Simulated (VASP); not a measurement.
## Ni: single point with LDA

Ni:

```
CELL_PARAMETERS angstrom
0.00000 -1.77165 -1.77165
-3.54330 -1.77165 -1.77165
0.00000 1.77165 -1.77165
ATOMIC_POSITIONS crystal
Ni 0.00000 0.00000 0.00000
Ni 0.00000 0.50000 0.50000
```

```
Program             : VASP 6.6.1
Task                : single point
Functional          : LDA
Potentials or basis : VASP PAW LDA potentials, release 64 (Ni)
Cutoff              : 520 eV
k mesh              : 12 × 7 × 10
Occupations         : gaussian, width 0.1 eV
Spin                : collinear spin, ferromagnetic start
Starting moments    : [2.0, 2.0] μB
```

```yaml
Pressure: -20.2 GPa
Net_moment: 1.23 μB per cell
Site_moments: Ni +0.62 μB
Valence_electrons_inside_the_program's_atomic_spheres: Ni 9.28
```

Levels at points of the mesh, in eV from the Fermi level:
Spin up:
```
           k point  band 7  band 8  band 9  band 10  band 11  band 12  band 13  band 14  band 15  band 16
(0.00, 0.00, 0.00)   -1.18   -1.18   -0.49    -0.38    -0.37     2.44     9.08    14.57    14.57    19.54
(0.50, 0.00, 0.00)   -0.52   -0.52   -0.52    -0.52    -0.21    -0.21     5.56     5.56    22.13    22.13
(0.00, 0.00, 0.50)   -1.60   -1.60   -1.28    -1.28     0.99     0.99    11.37    11.37    12.71    12.71
(0.50, 0.00, 0.50)   -1.24   -1.24   -0.38    -0.38     7.63     7.63     7.64     7.64     9.91     9.91
```
Spin down:
```
           k point  band 7  band 8  band 9  band 10  band 11  band 12  band 13  band 14
(0.00, 0.00, 0.00)   -0.61   -0.60    0.11     0.33     0.34     2.49     9.35    14.64
(0.50, 0.00, 0.00)   -0.19   -0.19    0.14     0.14     0.14     0.14     5.94     5.94
(0.00, 0.00, 0.50)   -1.06   -1.06   -0.60    -0.60     1.52     1.52    11.58    11.58
(0.50, 0.00, 0.50)   -0.69   -0.69    0.34     0.34     7.84     7.84     7.84     7.84
```

It took 8.2 min on 1 thread of Oxide Virtual Turin-like Processor, with other jobs on the host, peak memory 0.31 GiB.
